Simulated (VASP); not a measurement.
# PtSeS4 (P-43m) in VASP: a series of runs, part 2 of 2

VASP 6.6.1.

**3. Single point, PBE, collinear spin**

This run uses another cell than the first one, of 25.58 Å³/atom.

File INCAR:

```
  PREC = Accurate
  ENCUT = 500
  EDIFF = 1E-6
  ISMEAR = 0
  SIGMA = 0.1
  LREAL = F
  LASPH = T
  NELM = 200
  ALGO = Normal
  ISIF = 2
  LWAVE = F
  LCHARG = F
  ISPIN = 2
  MAGMOM = 1 0 0 0 0 0
  LORBIT = 11
  LMAXMIX = 4
  GGA = PE
  NBANDS = 33
  GGA_COMPAT = F
```

File KPOINTS:

```
regular mesh
0
Gamma
  4 4 4
```

File POSCAR:

```
PtSeS4
1.0
    5.3544047928      0.0000000000      0.0000000000
    0.0000000000      5.3544047928      0.0000000000
    0.0000000000      0.0000000000      5.3544047928
Pt Se S
1 1 4
Direct
    0.0000000000      0.0000000000      0.0000000000
    0.5000000000      0.5000000000      0.5000000000
    0.2422187172      0.2422187172      0.2422187172
    0.2422187172      0.7577812828      0.7577812828
    0.7577812828      0.7577812828      0.2422187172
    0.7577812828      0.2422187172      0.7577812828
```

Potentials or basis: VASP PAW PBE potentials, release 64 (Pt, Se, S).

Launch:

```console
$ cat potpaw_PBE.64/Pt/POTCAR potpaw_PBE.64/Se/POTCAR potpaw_PBE.64/S/POTCAR > POTCAR
$ mpirun -np 1 vasp_std > vasp.out
```

OUTCAR:

```text
PREC = Accurate
   ENCUT = 500
   EDIFF = 1E-6
   ISMEAR = 0
   LREAL = F
   LASPH = T
   NELM = 200
   ISIF = 2
   ISPIN = 2
   LORBIT = 11
   GGA = PE

 ion  position               nearest neighbor table
   1  0.000  0.000  0.000-   3 2.25   4 2.25   5 2.25   6 2.25
   2  0.500  0.500  0.500-   3 2.39   4 2.39   5 2.39   6 2.39
   3  0.242  0.242  0.242-   1 2.25   2 2.39
   4  0.242  0.758  0.758-   1 2.25   2 2.39
   5  0.758  0.758  0.242-   1 2.25   2 2.39
   6  0.758  0.242  0.758-   1 2.25   2 2.39

  LATTYP: Found a simple cubic cell.
 ALAT       =     5.3544047928

  Lattice vectors:

 A1 = (   5.3544047928,   0.0000000000,   0.0000000000)
 A2 = (   0.0000000000,   5.3544047928,   0.0000000000)
 A3 = (   0.0000000000,   0.0000000000,   5.3544047928)

Analysis of symmetry for initial positions (statically):
=====================================================================
 Subroutine PRICEL returns:
 Original cell was already a primitive cell.

 Routine SETGRP: Setting up the symmetry group for a
 simple cubic supercell.

 Subroutine GETGRP returns: Found 24 space group operations
 (whereof 24 operations were pure point group operations)
 out of a pool of 48 trial point group operations.

The static configuration has the point symmetry T_d .

Analysis of symmetry for dynamics (positions and initial velocities):
=====================================================================
 Subroutine PRICEL returns:
 Original cell was already a primitive cell.

 Routine SETGRP: Setting up the symmetry group for a
 simple cubic supercell.

 Subroutine GETGRP returns: Found 24 space group operations
 (whereof 24 operations were pure point group operations)
 out of a pool of 48 trial point group operations.

The dynamic configuration has the point symmetry T_d .

Analysis of structural, dynamic, and magnetic symmetry:
=====================================================================
 Subroutine PRICEL returns:
 Original cell was already a primitive cell.

 Routine SETGRP: Setting up the symmetry group for a
 simple cubic supercell.

 Subroutine GETGRP returns: Found 24 space group operations
 (whereof 24 operations were pure point group operations)
 out of a pool of 48 trial point group operations.

The overall configuration has the point symmetry T_d .

 Subroutine INISYM returns: Found 24 space group operations
 (whereof 24 operations are pure point group operations),
 and found     1 'primitive' translations

----------------------------------------------------------------------------------------

                                     Primitive cell

  volume of cell :     153.5089

  direct lattice vectors                    reciprocal lattice vectors
     5.354404793  0.000000000  0.000000000     0.186762122  0.000000000  0.000000000
     0.000000000  5.354404793  0.000000000     0.000000000  0.186762122  0.000000000
     0.000000000  0.000000000  5.354404793     0.000000000  0.000000000  0.186762122

  length of vectors
     5.354404793  5.354404793  5.354404793     0.186762122  0.186762122  0.186762122

  position of ions in fractional coordinates (direct lattice)
     0.000000000  0.000000000  0.000000000
     0.500000000  0.500000000  0.500000000
[... 76 lines left out ...]
   ISIF   =      2    stress and relaxation
   ISYM   =      2    0-nonsym 1-usesym 2-fastsym
   POTIM  = 0.5000    time-step for ionic-motion
   TEBEG  =    0.0;   TEEND  =   0.0 temperature during run
   PSTRESS=    0.0 pullay stress
   NELECT =      40.0000    total number of electrons
   NUPDOWN=      -1.0000    fix difference up-down
   EMIN   =  10.00;   EMAX   =-10.00  energy-range for DOS
   EFERMI =   0.00;   METHOD = LEGACY
   ISMEAR =     0;   SIGMA  =   0.10  broadening in eV -4-tet -1-fermi 0-gaus
   EFERMI_NEDOS =   21; number of points for ismear=-14 and -15
   IALGO  =     38    algorithm
   IMIX   =      4    mixing-type and parameters
     AMIX     =   0.40;   BMIX     =  1.00
     AMIX_MAG =   1.60;   BMIX_MAG =  1.00
  volume/ion in A,a.u.               =      25.58       172.65
  Fermi-wavevector in a.u.,A,eV,Ry     =   1.045643  1.975980 14.876205  1.093370
  Thomas-Fermi vector in A             =   2.180448
   LORBIT       =     11    0 simple, 1 ext, 2 COOP (PROOUT), +10 PAW based schemes
   GGA     = PE    functional components
   LHFCALC =     F    Hartree Fock is set to
   AEXX    =    0.0000 exact exchange contribution
   IVDW    =     0    specifies the selected vdW correction
   LEPSILON=     F    determine dielectric tensor
   LRPA    =     F    only Hartree local field effects (RPA)
 spin polarized calculation
 Gauss-broadening in eV      SIGMA  =   0.10
  energy-cutoff  :      500.00
  volume of cell :      153.51
 maximum number of plane-waves:      3948
 NGX is ok and might be reduce to    40
   NGX = 19   NGY = 19   NGZ = 19

 number of electron      40.0000001 magnetization      -0.0000828

 number of electron      40.0000001 magnetization       0.0000679

 Free energy of the ion-electron system (eV)
  ---------------------------------------------------
  ext. energy  EPLUGINS =         0.00000000
  ---------------------------------------------------
  free energy    TOTEN  =       -22.63768131 eV

  energy without entropy =      -22.60668554  energy(sigma->0) =      -22.62218342

 E-fermi :   2.5403     XC(G=0):  -8.8072

 val. band max:        2.5389103965   @ k =   0.2500   0.0000   0.0000
 cond. band min:       2.6121743423   @ k =   0.5000   0.2500   0.2500
 fundamental gap:      0.0732639457
 Fermi energy:         2.5402719103

 spin component 1

 k-point     1 :       0.0000    0.0000    0.0000
  band No.  band energies     occupation
      1     -12.7145      1.00000
      2      -9.7240      1.00000
      3      -9.7240      1.00000
      4      -9.7240      1.00000
      5      -9.0154      1.00000
      6      -3.4093      1.00000
[... 339 lines left out ...]
     31      11.3273      0.00000
     32      12.3455      0.00000
 Fermi energy:         2.5402719103

 spin component 2

 k-point     1 :       0.0000    0.0000    0.0000
  band No.  band energies     occupation
      1     -12.7145      1.00000
      2      -9.7240      1.00000
      3      -9.7240      1.00000
      4      -9.7240      1.00000
      5      -9.0154      1.00000
      6      -3.4093      1.00000
[... 339 lines left out ...]
     31      11.3273      0.00000
     32      12.3455      0.00000
 [bands above 32 left out]

------------------------ aborting loop because EDIFF is reached ----------------------------------------

  FORCE on cell =-STRESS in cart. coord.  units (eV):
  Direction    XX          YY          ZZ          XY          YZ          ZX
  --------------------------------------------------------------------------------------
  -------------------------------------------------------------------------------------
  Total       -0.1925264     -0.1925264     -0.1925264      0.0000000      0.0000000      0.0000000
  in kB       -2.0094043     -2.0094043     -2.0094043      0.0000000      0.0000000      0.0000000
  external PRESSURE =      -2.0094043 kB  Pullay stress =       0.0000000 kB

 VOLUME and BASIS-vectors are now :
 -----------------------------------------------------------------------------
  energy-cutoff  :      500.00
  volume of cell :      153.51
      direct lattice vectors                 reciprocal lattice vectors
     5.354404793  0.000000000  0.000000000     0.186762122  0.000000000  0.000000000
     0.000000000  5.354404793  0.000000000     0.000000000  0.186762122  0.000000000
     0.000000000  0.000000000  5.354404793     0.000000000  0.000000000  0.186762122

 POSITION                                       TOTAL-FORCE (eV/Angst)
 -----------------------------------------------------------------------------------
      0.00000      0.00000      0.00000         0.000000      0.000000      0.000000
      2.67720      2.67720      2.67720         0.000000      0.000000      0.000000
      1.29694      1.29694      1.29694        -0.005888     -0.005888     -0.005888
      1.29694      4.05747      4.05747        -0.005888      0.005888      0.005888
      4.05747      4.05747      1.29694         0.005888      0.005888     -0.005888
      4.05747      1.29694      4.05747         0.005888     -0.005888      0.005888
 -----------------------------------------------------------------------------------
    total drift:                                0.000000      0.000000      0.000000

  FREE ENERGIE OF THE ION-ELECTRON SYSTEM (eV)
  ---------------------------------------------------
  free  energy   TOTEN  =       -22.6376813051 eV

  energy  without entropy=      -22.6066855430  energy(sigma->0) =      -22.62218342

 total charge

# of ion       s       p       d       tot
------------------------------------------
    1        0.725   0.625   8.079   9.429
    2        1.539   2.006   0.100   3.645
    3        1.384   2.206   0.000   3.590
    4        1.384   2.206   0.000   3.590
    5        1.384   2.206   0.000   3.590
    6        1.384   2.206   0.000   3.590
--------------------------------------------------
tot          7.798  11.456   8.179  27.434

 magnetization (x)

# of ion       s       p       d       tot
------------------------------------------
    1       -0.000  -0.000  -0.000  -0.000
    2        0.000   0.000   0.000   0.000
    3        0.000   0.000   0.000   0.000
    4        0.000   0.000   0.000   0.000
    5        0.000   0.000   0.000   0.000
    6        0.000   0.000   0.000   0.000
--------------------------------------------------
tot         -0.000   0.000  -0.000   0.000
```

It took 2.2 min on 1 thread of Intel Xeon 8259CL, shared host; peak memory 0.32 GiB.

Results:

```
Free energy                                           : -22.6377 eV
Pressure                                              : -0.2 GPa
Largest force                                         : 0.010 eV/Å
Band gap on the k mesh                                : zero (filled and empty bands overlap)
Net moment                                            : 0.00 μB per cell
Valence electrons inside the program's atomic spheres : Pt 9.43; Se 3.65; S 3.59
```

Forces in eV/Å, atoms in the order of the input:
```
Pt   0.000  0.000  0.000
Se   0.000  0.000  0.000
S   -0.006 -0.006 -0.006
S   -0.006  0.006  0.006
S    0.006  0.006 -0.006
S    0.006 -0.006  0.006
```

Caveat: spin-orbit coupling is left out, which moves the levels of the heavy elements.
